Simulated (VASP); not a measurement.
# Gd (Im-3m) in VASP: single point with PBE

Aim: the single point of Gd with PBE.

Everything below comes from runs of VASP 6.6.1. Logs are shortened: lines on timing, memory, paths and dates and some standing lists are left out, and cuts for length are marked.

## 1. The cell of the first run

It takes space group Im-3m (No. 229, cubic). Conventional cell: a = 3.109 Å, b = 3.109 Å, c = 3.109 Å, α = 90.00°, β = 90.00°, γ = 90.00°. Within 3.5 Å of Gd (site symmetry m-3m) lie 14 Gd at 2.69 to 3.11 Å.

This isn't the form of Gd at room conditions, which is hcp.

## 2. Single point, PBE, collinear spin, ferromagnetic start (15.02 Å³/atom)

File POSCAR:

```
Gd
1.0
   -1.5543009063      1.5543009063      1.5543009063
    1.5543009063     -1.5543009063      1.5543009063
    1.5543009063      1.5543009063     -1.5543009063
Gd
1
Direct
    0.0000000000      0.0000000000      0.0000000000
```

File INCAR.step1:

```
SYSTEM = Gd
PREC     = Accurate       ! precision mode
ENCUT    = 520            ! plane-wave cutoff, eV
EDIFF    = 1E-6           ! SCF threshold, eV
ISMEAR   = -1             ! smearing method
SIGMA    = 0.08           ! smearing width, eV
LREAL    = .FALSE.        ! projectors in reciprocal space
LASPH    = .TRUE.         ! aspherical terms in the spheres
NELM     = 150            ! most SCF steps
ALGO     = Normal         ! electronic algorithm
ISIF     = 2              ! what is computed and relaxed
LWAVE    = .FALSE.        ! write WAVECAR
LCHARG   = .TRUE.         ! write CHGCAR
ISPIN    = 2              ! spin polarisation
MAGMOM   = 7              ! initial moments
LMAXMIX  = 6              ! l up to which the mixer works
GGA      = PE             ! functional
NBANDS   = 19             ! bands
```

File KPOINTS.step1:

```
regular mesh
0
G
  15 15 15
  0 0 0
```

File INCAR.step2:

```
SYSTEM = Gd
PREC     = Accurate       ! precision mode
ENCUT    = 520            ! plane-wave cutoff, eV
EDIFF    = 1E-6           ! SCF threshold, eV
ISMEAR   = -5             ! smearing method
SIGMA    = 0.08           ! smearing width, eV
LREAL    = .FALSE.        ! projectors in reciprocal space
LASPH    = .TRUE.         ! aspherical terms in the spheres
NELM     = 150            ! most SCF steps
ALGO     = Normal         ! electronic algorithm
ISIF     = 2              ! what is computed and relaxed
LWAVE    = .FALSE.        ! write WAVECAR
LCHARG   = .FALSE.        ! write CHGCAR
ISPIN    = 2              ! spin polarisation
MAGMOM   = 7              ! initial moments
LORBIT   = 11             ! projections on sites
LMAXMIX  = 6              ! l up to which the mixer works
GGA      = PE             ! functional
NBANDS   = 19             ! bands
NEDOS    = 1001           ! points of the DOS
ICHARG   = 11             ! starting density
```

File KPOINTS.step2:

```
regular mesh
0
G
  23 23 23
  0 0 0
```

Potentials or basis: VASP PAW PBE potentials, release 64 (Gd).

Command:

```console
> cat potpaw_PBE.64/Gd/POTCAR > POTCAR
> cp INCAR.step1 INCAR
> cp KPOINTS.step1 KPOINTS
> mpirun -np 1 vasp_std > vasp.out
> cp INCAR.step2 INCAR
> cp KPOINTS.step2 KPOINTS
> mpirun -np 1 vasp_std > vasp.out
```

OUTCAR:

```text
SYSTEM = Gd
   PREC = Accurate
   ENCUT = 520
   EDIFF = 1E-6
   ISMEAR = -5
   LREAL = .FALSE.
   LASPH = .TRUE.
   NELM = 150
   ISIF = 2
   ISPIN = 2
   LORBIT = 11
   GGA = PE
   ICHARG = 11

 ion  position               nearest neighbor table
   1  0.000  0.000  0.000-

  LATTYP: Found a body centered cubic cell.
 ALAT       =     3.1086018126

  Lattice vectors:

 A1 = (  -1.5543009063,   1.5543009063,   1.5543009063)
 A2 = (   1.5543009063,  -1.5543009063,   1.5543009063)
 A3 = (   1.5543009063,   1.5543009063,  -1.5543009063)

Analysis of symmetry for initial positions (statically):
=====================================================================
 Subroutine PRICEL returns:
 Original cell was already a primitive cell.

 Routine SETGRP: Setting up the symmetry group for a
 body centered cubic supercell.

 Subroutine GETGRP returns: Found 48 space group operations
 (whereof 48 operations were pure point group operations)
 out of a pool of 48 trial point group operations.

The static configuration has the point symmetry O_h .

Analysis of symmetry for dynamics (positions and initial velocities):
=====================================================================
 Subroutine PRICEL returns:
 Original cell was already a primitive cell.

 Routine SETGRP: Setting up the symmetry group for a
 body centered cubic supercell.

 Subroutine GETGRP returns: Found 48 space group operations
 (whereof 48 operations were pure point group operations)
 out of a pool of 48 trial point group operations.

The dynamic configuration has the point symmetry O_h .

Analysis of structural, dynamic, and magnetic symmetry:
=====================================================================
 Subroutine PRICEL returns:
 Original cell was already a primitive cell.

 Routine SETGRP: Setting up the symmetry group for a
 body centered cubic supercell.

 Subroutine GETGRP returns: Found 48 space group operations
 (whereof 48 operations were pure point group operations)
 out of a pool of 48 trial point group operations.

The overall configuration has the point symmetry O_h .

 Subroutine INISYM returns: Found 48 space group operations
 (whereof 48 operations are pure point group operations),
 and found     1 'primitive' translations

----------------------------------------------------------------------------------------

                                     Primitive cell

  volume of cell :      15.0198

  direct lattice vectors                    reciprocal lattice vectors
    -1.554300906  1.554300906  1.554300906     0.000000000  0.321688032  0.321688032
     1.554300906 -1.554300906  1.554300906     0.321688032  0.000000000  0.321688032
     1.554300906  1.554300906 -1.554300906     0.321688032  0.321688032  0.000000000

  length of vectors
     2.692128140  2.692128140  2.692128140     0.454935578  0.454935578  0.454935578

  position of ions in fractional coordinates (direct lattice)
     0.000000000  0.000000000  0.000000000

  ion indices of the primitive-cell ions
   primitive index   ion index
                 1           1

----------------------------------------------------------------------------------------

 KPOINTS: regular mesh

Automatic generation of k-mesh.
 Grid dimensions read from file:
 generate k-points for:   23   23   23

 Generating k-lattice:

  Cartesian coordinates                     Fractional coordinates (reciprocal lattice)
     0.000000000  0.013986436  0.013986436     0.043478261  0.000000000  0.000000000
     0.013986436  0.000000000  0.013986436     0.000000000  0.043478261  0.000000000
     0.013986436  0.013986436  0.000000000     0.000000000  0.000000000  0.043478261

  Length of vectors
     0.019779808  0.019779808  0.019779808

  Shift w.r.t. Gamma in fractional coordinates (k-lattice)
     0.000000000  0.000000000  0.000000000

 TETIRR: Found  14515 inequivalent tetrahedra from    73002

 Subroutine IBZKPT returns following result:
 ===========================================

 Found    364 irreducible k-points:

 Following reciprocal coordinates:
            Coordinates               Weight
  0.000000  0.000000  0.000000      1.000000
  0.043478  0.000000  0.000000     12.000000
  0.086957  0.000000  0.000000     12.000000
  0.130435  0.000000  0.000000     12.000000
  0.173913  0.000000  0.000000     12.000000
  0.217391  0.000000  0.000000     12.000000
[... 16 lines left out ...]
  0.478261  0.043478  0.000000     24.000000
  0.086957  0.086957  0.000000     24.000000
 [... further k-points ...]
   k-points           NKPTS =    364   k-points in BZ     NKDIM =    364   number of bands    NBANDS=     19
   number of dos      NEDOS =   1001   number of ions     NIONS =      1
   total plane-waves  NPLWV =   8000
   dimension x,y,z NGX =    20 NGY =   20 NGZ =   20
   dimension x,y,z NGXF=    40 NGYF=   40 NGZF=   40
   ions per type =               1
   NGX,Y,Z   is equivalent  to a cutoff of  12.35, 12.35, 12.35 a.u.
   NGXF,Y,Z  is equivalent  to a cutoff of  24.70, 24.70, 24.70 a.u.
 SYSTEM =  Gd
   PREC   = accura    normal or accurate (medium, high low for compatibility)
   ISTART =      0    job   : 0-new  1-cont  2-samecut
   ICHARG =     11    charge: 1-file 2-atom 10-const
   ISPIN  =      2    spin polarized calculation?
   LNONCOLLINEAR =      F non collinear calculations
   LSORBIT =      F    spin-orbit coupling
   LASPH  =      T    aspherical Exc in radial PAW
   ENCUT  =  520.0 eV  38.22 Ry    6.18 a.u.   5.01  5.01  5.01*2*pi/ulx,y,z
   NELM   =    150;   NELMIN=  2; NELMDL=  0     # of ELM steps
   EDIFF  = 0.1E-05   stopping-criterion for ELM
   LREAL  =      F    real-space projection
   EDIFFG = 0.1E-04   stopping-criterion for IOM
   NSW    =      0    number of steps for IOM
   IBRION =     -1    ionic relax: 0-MD 1-quasi-New 2-CG
   NFREE  =      0    steps in history (QN), initial steepest desc. (CG)
   ISIF   =      2    stress and relaxation
   ISYM   =      2    0-nonsym 1-usesym 2-fastsym
   POTIM  = 0.5000    time-step for ionic-motion
   TEBEG  =    0.0;   TEEND  =   0.0 temperature during run
   PSTRESS=    0.0 pullay stress
   NELECT =      18.0000    total number of electrons
   NUPDOWN=      -1.0000    fix difference up-down
   EMIN   =  10.00;   EMAX   =-10.00  energy-range for DOS
   EFERMI =   0.00;   METHOD = LEGACY
   ISMEAR =    -5;   SIGMA  =   0.08  broadening in eV -4-tet -1-fermi 0-gaus
   EFERMI_NEDOS =   21; number of points for ismear=-14 and -15
   IALGO  =     38    algorithm
   IMIX   =      4    mixing-type and parameters
     AMIX     =   0.40;   BMIX     =  1.00
     AMIX_MAG =   1.60;   BMIX_MAG =  1.00
  volume/ion in A,a.u.               =      15.02       101.36
  Fermi-wavevector in a.u.,A,eV,Ry     =   1.738911  3.286064 41.141430  3.023810
  Thomas-Fermi vector in A             =   2.811852
   LORBIT       =     11    0 simple, 1 ext, 2 COOP (PROOUT), +10 PAW based schemes
   GGA     = PE    functional components
   LHFCALC =     F    Hartree Fock is set to
   AEXX    =    0.0000 exact exchange contribution
   IVDW    =     0    specifies the selected vdW correction
   LEPSILON=     F    determine dielectric tensor
   LRPA    =     F    only Hartree local field effects (RPA)
 spin polarized calculation
 Fermi weights with tetrahedron method with Bloechl corrections
  energy-cutoff  :      520.00
  volume of cell :       15.02
 maximum number of plane-waves:       420

 number of electron      18.0000000 magnetization       6.8515973

 Free energy of the ion-electron system (eV)
  ---------------------------------------------------
  ext. energy  EPLUGINS =         0.00000000
  ---------------------------------------------------
  free energy    TOTEN  =        -8.61233573 eV

  energy without entropy =       -8.61233573  energy(sigma->0) =       -8.61233573

 E-fermi :   7.7068     XC(G=0): -14.1998

 val. band max:        7.8279451985   @ k =   0.1739   0.1739   0.1739
 cond. band min:       7.6438300487   @ k =  -0.3478  -0.4348   0.1304
 fundamental gap:     -0.1841151497
 Fermi energy:         7.7068249554

 spin component 1

 k-point     1 :       0.0000    0.0000    0.0000
  band No.  band energies     occupation
      1     -37.5543      1.00000
      2     -11.5698      1.00000
      3     -11.5698      1.00000
      4     -11.5698      1.00000
      5       3.7396      1.00000
      6       3.7396      1.00000
[... 11 lines left out ...]
     18      23.0293      0.00000
     19      23.0293      0.00000

 k-point     2 :       0.0435    0.0000    0.0000
  band No.  band energies     occupation
      1     -37.5325      1.00000
      2     -11.7116      1.00000
      3     -11.6082      1.00000
      4     -11.5732      1.00000
      5       3.7371      1.00000
      6       3.7431      1.00000
[... 11 lines left out ...]
     18      23.1635      0.00000
     19      23.2279      0.00000

 k-point     3 :       0.0870    0.0000    0.0000
  band No.  band energies     occupation
      1     -37.4682      1.00000
      2     -12.1126      1.00000
      3     -11.7193      1.00000
      4     -11.5834      1.00000
      5       3.7302      1.00000
      6       3.7532      1.00000
[... 434 lines left out ...]
      1     -36.2137      1.00000
      2     -17.3428      1.00000
      3     -13.3957      1.00000
      4     -11.8282      1.00000
      5       3.6957      1.00000
      6       3.8581      1.00000
[... 11 lines left out ...]
     18      22.5643      0.00000
     19      29.8682      0.00000

 k-point    24 :       0.0870    0.0870    0.0000
  band No.  band energies     occupation
      1     -37.3047      1.00000
      2     -13.0195      1.00000
      3     -11.9042      1.00000
      4     -11.7163      1.00000
      5       3.7228      1.00000
      6       3.7855      1.00000
[... 11 lines left out ...]
     18      24.0169      0.00000
     19      25.8849      0.00000

 [... further k-points ...]

 spin component 2

 k-point     1 :       0.0000    0.0000    0.0000
  band No.  band energies     occupation
      1     -34.7503      1.00000
      2      -9.1788      1.00000
      3      -9.1788      1.00000
      4      -9.1788      1.00000
      5       5.2367      1.00000
      6       8.3187      0.00000
[... 11 lines left out ...]
     18      24.2572      0.00000
     19      24.2572      0.00000

 k-point     2 :       0.0435    0.0000    0.0000
  band No.  band energies     occupation
      1     -34.7257      1.00000
      2      -9.3429      1.00000
      3      -9.2224      1.00000
      4      -9.1832      1.00000
      5       5.4153      1.00000
      6       8.2687      0.00000
[... 11 lines left out ...]
     18      24.3824      0.00000
     19      24.4410      0.00000

 k-point     3 :       0.0870    0.0000    0.0000
  band No.  band energies     occupation
      1     -34.6529      1.00000
      2      -9.8031      1.00000
      3      -9.3479      1.00000
      4      -9.1964      1.00000
      5       5.8910      1.00000
      6       8.1373      0.00000
[... 434 lines left out ...]
      1     -33.2002      1.00000
      2     -15.6137      1.00000
      3     -11.2016      1.00000
      4      -9.5035      1.00000
      5       4.5702      1.00000
      6       7.0273      1.00000
[... 11 lines left out ...]
     18      24.2652      0.00000
     19      31.8859      0.00000

 k-point    24 :       0.0870    0.0870    0.0000
  band No.  band energies     occupation
      1     -34.4672      1.00000
      2     -10.8264      1.00000
      3      -9.5611      1.00000
      4      -9.3494      1.00000
      5       6.7986      1.00000
      6       7.8612     -0.00881
[... 11 lines left out ...]
     18      25.1701      0.00000
     19      27.0222      0.00000

 [... further k-points ...]

------------------------ aborting loop because EDIFF is reached ----------------------------------------

  FORCE on cell =-STRESS in cart. coord.  units (eV):
  Direction    XX          YY          ZZ          XY          YZ          ZX
  --------------------------------------------------------------------------------------
  -------------------------------------------------------------------------------------
  Total        8.4955950      8.4955950      8.4955950      0.0000000      0.0000000     -0.0000000
  in kB      906.2313715    906.2313715    906.2313715      0.0000000      0.0000000     -0.0000000
  external PRESSURE =     906.2313715 kB  Pullay stress =       0.0000000 kB

 VOLUME and BASIS-vectors are now :
 -----------------------------------------------------------------------------
  energy-cutoff  :      520.00
  volume of cell :       15.02
      direct lattice vectors                 reciprocal lattice vectors
    -1.554300906  1.554300906  1.554300906     0.000000000  0.321688032  0.321688032
     1.554300906 -1.554300906  1.554300906     0.321688032  0.000000000  0.321688032
     1.554300906  1.554300906 -1.554300906     0.321688032  0.321688032  0.000000000

 POSITION                                       TOTAL-FORCE (eV/Angst)
 -----------------------------------------------------------------------------------
      0.00000      0.00000      0.00000        -0.000000      0.000000      0.000000
 -----------------------------------------------------------------------------------
    total drift:                                0.000000     -0.000000     -0.000000

  FREE ENERGIE OF THE ION-ELECTRON SYSTEM (eV)
  ---------------------------------------------------
  free  energy   TOTEN  =        -8.6123357323 eV

  energy  without entropy=       -8.6123357323  energy(sigma->0) =       -8.61233573

 total charge

# of ion       s       p       d       f       tot
--------------------------------------------------
    1        2.099   5.503   1.337   7.110  16.049

 magnetization (x)

# of ion       s       p       d       f       tot
--------------------------------------------------
    1        0.023  -0.048   0.088   6.531   6.594
```

Wall time 7.1 min (1 thread of Oxide Virtual Turin-like, shared host); peak memory 0.34 GiB.

Results:

- Net moment: 6.85 μB per cell
- Site moments: Gd +6.59 μB
- Valence electrons inside the program's atomic spheres: Gd 16.05

Levels at points of the mesh, in eV from the Fermi level:
Spin up:
```tsv
k point	band 10	band 11	band 12	band 13	band 14	band 15
(0.00, 0.00, 0.00)	-3.06	-3.06	-2.81	2.08	2.08	2.08
```
Spin down:
```csv
k point,band 2,band 3,band 4,band 5,band 6,band 7,band 8,band 9,band 10,band 11
"(0.00, 0.00, 0.00)",-16.89,-16.89,-16.89,-2.47,0.61,0.61,0.61,2.20,2.20,2.20
```

Caveat: spin-orbit coupling is left out, which moves the levels of the heavy elements; semilocal functionals describe open f shells poorly, which spoils levels, moments and volumes. The state reached can hang on the start; a lower one may exist.
